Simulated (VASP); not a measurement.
# GaAs3 (P3m1) in VASP: a series of runs, part 3 of 3

VASP 6.6.1. Earlier steps stand in the parts before.

## Step 4: Relaxation of cell and atoms, PBE

This run uses another cell than the first one, of 21.50 Å³/atom, 0.941 times its volume.

Contents of INCAR:

```
PREC = Accurate
ENCUT = 600
EDIFF = 1E-6
ISMEAR = 0
SIGMA = 0.2
LREAL = False
LASPH = True
NELM = 80
ALGO = Normal
ISIF = 3
LWAVE = False
LCHARG = False
GGA = PE
IBRION = 2
NSW = 36
EDIFFG = -0.08
```

Contents of KPOINTS:

```
Automatic mesh
0
Gamma
  5 5 2
```

Contents of POSCAR:

```
GaAs3
1.0
    3.9000000000      0.0000000000      0.0000000000
   -1.9500000000      3.3774990700      0.0000000000
    0.0000000000      0.0000000000     13.0600000000
Ga As
2 6
Direct
    0.3333333300      0.6666666700      0.0800000000
    0.6666666700      0.3333333300      0.3450000000
    0.3333333300      0.6666666700      0.2670000000
    0.6666666700      0.3333333300      0.5320000000
    0.0000000000      0.0000000000      0.0000000000
    0.0000000000      0.0000000000      0.6160000000
    0.3333333300      0.6666666700      0.7650000000
    0.6666666700      0.3333333300      0.8530000000
```

Potentials or basis: VASP PAW PBE potentials, release 64 (Ga_d, As).

Command:

```bash
> cat potpaw_PBE.64/Ga_d/POTCAR potpaw_PBE.64/As/POTCAR > POTCAR
> mpirun -np 1 vasp_std > vasp.out
```

OUTCAR:

```text
PREC = Accurate
   ENCUT = 600
   EDIFF = 1E-6
   ISMEAR = 0
   LREAL = False
   LASPH = True
   NELM = 80
   ISIF = 3
   GGA = PE
   IBRION = 2
   NSW = 36
   EDIFFG = -0.08

 ion  position               nearest neighbor table
   1  0.333  0.667  0.080-   3 2.44   5 2.48   5 2.48   5 2.48
   2  0.667  0.333  0.345-   4 2.44   3 2.47   3 2.47   3 2.47
   3  0.333  0.667  0.267-   1 2.44   2 2.47   2 2.47   2 2.47
   4  0.667  0.333  0.532-   2 2.44   6 2.50   6 2.50   6 2.50
   5  0.000  0.000  0.000-   1 2.48   1 2.48   1 2.48
   6  0.000  0.000  0.616-   4 2.50   4 2.50   4 2.50
   7  0.333  0.667  0.765-   8 2.53   8 2.53   8 2.53
   8  0.667  0.333  0.853-   7 2.53   7 2.53   7 2.53

  LATTYP: Found a hexagonal cell.
 ALAT       =     3.9000000000
 C/A-ratio  =     3.3487179487

  Lattice vectors:

 A1 = (   3.9000000000,   0.0000000000,   0.0000000000)
 A2 = (  -1.9500000000,   3.3774990700,   0.0000000000)
 A3 = (   0.0000000000,   0.0000000000,  13.0600000000)

Analysis of symmetry for initial positions (statically):
=====================================================================
 Subroutine PRICEL returns:
 Original cell was already a primitive cell.

 Routine SETGRP: Setting up the symmetry group for a
 hexagonal supercell.

 Subroutine GETGRP returns: Found  6 space group operations
 (whereof  6 operations were pure point group operations)
 out of a pool of 24 trial point group operations.

The static configuration has the point symmetry C_3v.

Analysis of symmetry for dynamics (positions and initial velocities):
=====================================================================
 Subroutine PRICEL returns:
 Original cell was already a primitive cell.

 Routine SETGRP: Setting up the symmetry group for a
 hexagonal supercell.

 Subroutine GETGRP returns: Found  6 space group operations
 (whereof  6 operations were pure point group operations)
 out of a pool of 24 trial point group operations.

The dynamic configuration has the point symmetry C_3v.

 Subroutine INISYM returns: Found  6 space group operations
 (whereof  6 operations are pure point group operations),
 and found     1 'primitive' translations

----------------------------------------------------------------------------------------

                                     Primitive cell

  volume of cell :     172.0295

  direct lattice vectors                    reciprocal lattice vectors
     3.900000000  0.000000000  0.000000000     0.256410256  0.148038531  0.000000000
    -1.950000000  3.377499070  0.000000000     0.000000000  0.296077062  0.000000000
     0.000000000  0.000000000 13.060000000     0.000000000  0.000000000  0.076569678

  length of vectors
     3.900000000  3.899999996 13.060000000     0.296077061  0.296077062  0.076569678

  position of ions in fractional coordinates (direct lattice)
     0.333333330  0.666666670  0.080000000
     0.666666670  0.333333330  0.345000000
     0.333333330  0.666666670  0.267000000
     0.666666670  0.333333330  0.532000000
     0.000000000  0.000000000  0.000000000
     0.000000000  0.000000000  0.616000000
     0.333333330  0.666666670  0.765000000
     0.666666670  0.333333330  0.853000000

  ion indices of the primitive-cell ions
   primitive index   ion index
[... 28 lines left out ...]
     0.000000000  0.000000000  0.000000000

 Subroutine IBZKPT returns following result:
 ===========================================

 Found     10 irreducible k-points:

 Following reciprocal coordinates:
            Coordinates               Weight
  0.000000  0.000000  0.000000      1.000000
  0.200000  0.000000  0.000000      6.000000
  0.400000  0.000000  0.000000      6.000000
  0.200000  0.200000  0.000000      6.000000
  0.400000  0.200000  0.000000      6.000000
  0.000000  0.000000  0.500000      1.000000
  0.200000  0.000000  0.500000      6.000000
  0.400000  0.000000  0.500000      6.000000
  0.200000  0.200000  0.500000      6.000000
  0.400000  0.200000  0.500000      6.000000
   k-points           NKPTS =     10   k-points in BZ     NKDIM =     10   number of bands    NBANDS=     33
   number of dos      NEDOS =    301   number of ions     NIONS =      8
   total plane-waves  NPLWV = 110592
   dimension x,y,z NGX =    32 NGY =   32 NGZ =  108
   dimension x,y,z NGXF=    64 NGYF=   64 NGZF=  216
   ions per type =               2   6
   NGX,Y,Z   is equivalent  to a cutoff of  13.64, 13.64, 13.75 a.u.
   NGXF,Y,Z  is equivalent  to a cutoff of  27.28, 27.28, 27.50 a.u.
 SYSTEM =  unknown system
   PREC   = accura    normal or accurate (medium, high low for compatibility)
   ISTART =      0    job   : 0-new  1-cont  2-samecut
   ICHARG =      2    charge: 1-file 2-atom 10-const
   ISPIN  =      1    spin polarized calculation?
   LNONCOLLINEAR =      F non collinear calculations
   LSORBIT =      F    spin-orbit coupling
   LASPH  =      T    aspherical Exc in radial PAW
   ENCUT  =  600.0 eV  44.10 Ry    6.64 a.u.   7.79  7.79 26.08*2*pi/ulx,y,z
   NELM   =     80;   NELMIN=  2; NELMDL= -5     # of ELM steps
   EDIFF  = 0.1E-05   stopping-criterion for ELM
   LREAL  =      F    real-space projection
   EDIFFG = -.8E-01   stopping-criterion for IOM
   NSW    =     36    number of steps for IOM
   IBRION =      2    ionic relax: 0-MD 1-quasi-New 2-CG
   NFREE  =      1    steps in history (QN), initial steepest desc. (CG)
   ISIF   =      3    stress and relaxation
   ISYM   =      2    0-nonsym 1-usesym 2-fastsym
   POTIM  = 0.5000    time-step for ionic-motion
   TEBEG  =    0.0;   TEEND  =   0.0 temperature during run
   PSTRESS=    0.0 pullay stress
   NELECT =      56.0000    total number of electrons
   NUPDOWN=      -1.0000    fix difference up-down
   EMIN   =  10.00;   EMAX   =-10.00  energy-range for DOS
   EFERMI =   0.00;   METHOD = LEGACY
   ISMEAR =     0;   SIGMA  =   0.20  broadening in eV -4-tet -1-fermi 0-gaus
   EFERMI_NEDOS =   21; number of points for ismear=-14 and -15
   IALGO  =     38    algorithm
   IMIX   =      4    mixing-type and parameters
     AMIX     =   0.40;   BMIX     =  1.00
     AMIX_MAG =   1.60;   BMIX_MAG =  1.00
  volume/ion in A,a.u.               =      21.50       145.11
  Fermi-wavevector in a.u.,A,eV,Ry     =   1.126168  2.128149 17.255647  1.268254
  Thomas-Fermi vector in A             =   2.262848
   LORBIT       =      0    0 simple, 1 ext, 2 COOP (PROOUT), +10 PAW based schemes
   GGA     = PE    functional components
   LHFCALC =     F    Hartree Fock is set to
   AEXX    =    0.0000 exact exchange contribution
   IVDW    =     0    specifies the selected vdW correction
   LEPSILON=     F    determine dielectric tensor
   LRPA    =     F    only Hartree local field effects (RPA)
 conjugate gradient relaxation of ions
 non-spin polarized calculation
 Gauss-broadening in eV      SIGMA  =   0.20
  energy-cutoff  :      600.00
  volume of cell :      172.03
 maximum number of plane-waves:      5766
 NGX is ok and might be reduce to    32
   NGX = 15   NGY = 15   NGZ = 53

--------------------------------------- Ionic step        1  -------------------------------------------

 number of electron      56.0000000 magnetization

 Free energy of the ion-electron system (eV)
  ---------------------------------------------------
  ext. energy  EPLUGINS =         0.00000000
  ---------------------------------------------------
  free energy    TOTEN  =       -34.20488111 eV

  energy without entropy =      -34.19534733  energy(sigma->0) =      -34.20011422

 E-fermi :   4.9278     XC(G=0):  -9.9179

 val. band max:        4.7816955377   @ k =   0.0000   0.0000   0.0000
 cond. band min:       5.1325905155   @ k =   0.4000   0.0000   0.0000
 fundamental gap:      0.3508949778
 Fermi energy:         4.9278168423

 k-point     1 :       0.0000    0.0000    0.0000
  band No.  band energies     occupation
      1     -10.2868      2.00000
      2     -10.1218      2.00000
      3     -10.1218      2.00000
      4     -10.0685      2.00000
      5     -10.0685      2.00000
      6      -9.9723      2.00000
[... 468 lines left out ...]
  FREE ENERGIE OF THE ION-ELECTRON SYSTEM (eV)
  ---------------------------------------------------
  free  energy   TOTEN  =       -34.4432845630 eV

  energy  without entropy=      -34.4311733256  energy(sigma->0) =      -34.43722894

[... ionic steps 4 to 9 ...]

--------------------------------------- Ionic step       10  -------------------------------------------

 number of electron      55.9999989 magnetization

------------------------ aborting loop because EDIFF is reached ----------------------------------------
[... 79 lines left out ...]
--------------------------------------- Ionic step       12  -------------------------------------------

 number of electron      55.9999991 magnetization

 Free energy of the ion-electron system (eV)
  ---------------------------------------------------
  ext. energy  EPLUGINS =         0.00000000
  ---------------------------------------------------
  free energy    TOTEN  =       -34.54584323 eV

  energy without entropy =      -34.53324139  energy(sigma->0) =      -34.53954231

 E-fermi :   4.3181     XC(G=0):  -9.6347

 val. band max:        4.1054103154   @ k =   0.0000   0.0000   0.0000
 cond. band min:       4.5022549227   @ k =   0.4000   0.0000   0.0000
 fundamental gap:      0.3968446073
 Fermi energy:         4.3181454792

 k-point     1 :       0.0000    0.0000    0.0000
  band No.  band energies     occupation
      1     -10.9214      2.00000
      2     -10.8474      2.00000
      3     -10.8474      2.00000
      4     -10.7901      2.00000
      5     -10.7901      2.00000
      6     -10.3796      2.00000
[... 384 lines left out ...]
  FREE ENERGIE OF THE ION-ELECTRON SYSTEM (eV)
  ---------------------------------------------------
  free  energy   TOTEN  =       -34.5458432301 eV

  energy  without entropy=      -34.5332413921  energy(sigma->0) =      -34.53954231

 reached required accuracy - stopping structural energy minimisation
```

Run time: 6.1 min. Hardware: 1 thread of Intel Xeon 6975P-C (Granite Rapids), shared host; peak memory 0.36 GiB.

What came out:

```
Free energy                            : -34.5458 eV
Relaxed volume                         : 22.91 Å³/atom
Relaxed cell                           : a = 3.970 Å, b = 3.970 Å, c = 13.424 Å, α = 90.00°, β = 90.00°, γ = 120.00°
Space group after relaxing (to 0.05 Å) : P3m1 (No. 156)
Energy gained by relaxing              : 42.6 meV/atom
Ionic steps                            : 12
Pressure after relaxing                : 0.0 GPa
Largest force after relaxing           : 0.032 eV/Å
Band gap on the k mesh                 : 0.40 eV, indirect (least direct gap 0.68 eV)
```

Forces in eV/Å, atoms in the order of the input:
```
Ga   0.000  0.000  0.029
Ga   0.000  0.000  0.011
As   0.000  0.000  0.032
As   0.000  0.000 -0.031
As   0.000  0.000 -0.028
As   0.000  0.000 -0.018
As   0.000  0.000  0.001
As   0.000  0.000  0.004
```

Step by step:
```csv
step,energy change (eV),largest force (eV/Å),pressure (GPa),volume (Å³)
1,0.0000,1.1181,4.10,172.03
2,-0.2310,0.6204,-1.66,186.10
3,-0.2384,0.6298,-0.90,183.84
4,-0.2841,0.4538,-0.23,182.16
5,-0.2932,0.3271,0.30,180.99
6,-0.3104,0.2312,0.07,181.62
7,-0.3216,0.3230,-0.26,182.68
8,-0.3318,0.1478,0.27,181.73
9,-0.3323,0.1182,0.44,181.48
10,-0.3388,0.1347,-0.10,183.37
11,-0.3389,0.1367,-0.15,183.57
12,-0.3410,0.0320,0.02,183.24
```

Final structure:
```
Ga As
1.0
     3.97015    0.00000    0.00000
    -1.98508    3.43825    0.00000
     0.00000    0.00000   13.42408
Ga As
2 6
Cartesian
  0.0000 2.2922 1.1246
  1.9851 1.1461 4.4904
  0.0000 2.2922 3.6512
  1.9851 1.1461 7.0342
  0.0000 0.0000 0.2264
  -1.9851 3.4383 8.2194
  0.0000 2.2922 10.2148
  1.9851 1.1461 11.4594
```

Levels at points of the mesh, in eV from the valence-band top:
| k point | band 24 | band 25 | band 26 | band 27 | band 28 | band 29 | band 30 | band 31 | band 32 | band 33 |
| --- | --- | --- | --- | --- | --- | --- | --- | --- | --- | --- |
| (0.00, 0.00, 0.00) | -0.71 | -0.71 | -0.68 | 0.00 | 0.00 | 0.68 | 0.94 | 0.94 | 1.35 | 1.80 |
| (0.00, 0.00, 0.50) | -0.69 | -0.69 | -0.63 | -0.05 | -0.05 | 0.73 | 1.02 | 1.02 | 1.37 | 1.80 |

Caveat: the relaxation stopped at a loose force limit of 0.08 eV/Å, so its end isn't a converged minimum. A k mesh can miss the band edges.

## Step 5: Single point, PBE

This run uses another cell than the first one, of 22.94 Å³/atom, 1.003 times its volume.

Contents of INCAR:

```
ALGO = Normal ; EDIFF = 1E-7
ENCUT = 520 ; GGA = PE
ISIF = 2 ; ISMEAR = 0
LASPH = T ; LCHARG = F
LREAL = F ; LWAVE = F
NBANDS = 38 ; NELM = 80
PREC = Accurate ; SIGMA = 0.01
```

Contents of KPOINTS:

```
k-points
0
Gamma
  12 12 4
```

Contents of POSCAR:

```
GaAs3
1.0
    3.9682876327      0.0000000000      0.0000000000
   -1.9841438164      3.4366378995      0.0000000000
    0.0000000000      0.0000000000     13.4545242857
Ga As
2 6
Direct
    0.3333333333      0.6666666667      0.0843581878
    0.6666666667      0.3333333333      0.3343826819
    0.3333333333      0.6666666667      0.2724786949
    0.6666666667      0.3333333333      0.5229672702
    0.0000000000      0.0000000000      0.0155285626
    0.0000000000      0.0000000000      0.6108337103
    0.3333333333      0.6666666667      0.7624019752
    0.6666666667      0.3333333333      0.8550489171
```

Command:

```bash
> cat potpaw_PBE.64/Ga_d/POTCAR potpaw_PBE.64/As/POTCAR > POTCAR
> mpirun -np 1 vasp_std > vasp.out
```

Wall time 5.1 min (1 thread of Intel Xeon 6975P-C (Granite Rapids), shared host); peak memory 0.53 GiB.

Results (log left out):

```
Free energy            : -34.4981 eV
Pressure               : 0.2 GPa
Largest force          : 0.035 eV/Å
Band gap on the k mesh : 0.13 eV, indirect (least direct gap 0.21 eV)
```

Forces on the atoms (eV/Å):
```
Ga   0.000  0.000  0.004
Ga   0.000  0.000  0.012
As   0.000  0.000 -0.002
As   0.000  0.000 -0.021
As   0.000  0.000 -0.022
As   0.000  0.000  0.034
As   0.000  0.000 -0.035
As   0.000  0.000  0.031
```

Stress tensor (GPa, compression positive):
```
0.22 0.00 0.00
0.00 0.22 0.00
0.00 0.00 0.12
```

Levels at points of the mesh, in eV from the valence-band top:
```csv
k point,band 26,band 27,band 28,band 29,band 30,band 31
"(0.00, 0.00, 0.00)",-0.81,-0.13,-0.13,0.55,0.85,0.85
"(0.50, 0.00, 0.00)",-1.91,-1.30,-0.77,0.13,0.89,1.51
"(0.00, 0.00, 0.50)",-0.76,-0.18,-0.18,0.59,0.93,0.93
"(0.50, 0.00, 0.50)",-1.95,-1.52,-1.38,0.69,1.61,1.72
```

A k mesh can miss the band edges.

## Step 6: Overview

| task | cell | k mesh | cutoff (eV) | smearing | gap on the mesh (eV) | pressure (GPa) | largest force (eV/Å) |
| --- | --- | --- | --- | --- | --- | --- | --- |
| single point | a = 3.968, b = 3.968, c = 13.411 Å, angles 90.0, 90.0, 120.0°, 8 atoms | 5 × 5 × 2 | 520 | gaussian 0.2 eV | 0.39 | 0.2 | 0.03 |
| single point | a = 3.968, b = 3.968, c = 13.455 Å, angles 90.0, 90.0, 120.0°, 8 atoms | 6 × 6 × 2 | 520 | gaussian 0.2 eV | 0.24 | 0.0 | 0.12 |
| relaxation of cell and atoms | relaxed from a = 3.900, b = 3.900, c = 13.060 Å, angles 90.0, 90.0, 120.0°, 8 atoms | 5 × 5 × 2 | 600 | gaussian 0.2 eV | 0.40 | 0.0 | 0.03 |
| single point | a = 3.968, b = 3.968, c = 13.455 Å, angles 90.0, 90.0, 120.0°, 8 atoms | 12 × 12 × 4 | 520 | gaussian 0.01 eV | 0.13 | 0.2 | 0.03 |

Alike in all rows: level PBE; potentials or basis VASP PAW PBE potentials, release 64 (Ga_d, As); no spin polarisation.

Caveats: the relaxation stopped at a loose force limit of 0.08 eV/Å, so its end isn't a converged minimum (some runs).

Absolute energies hang on the potentials; compare differences alone.
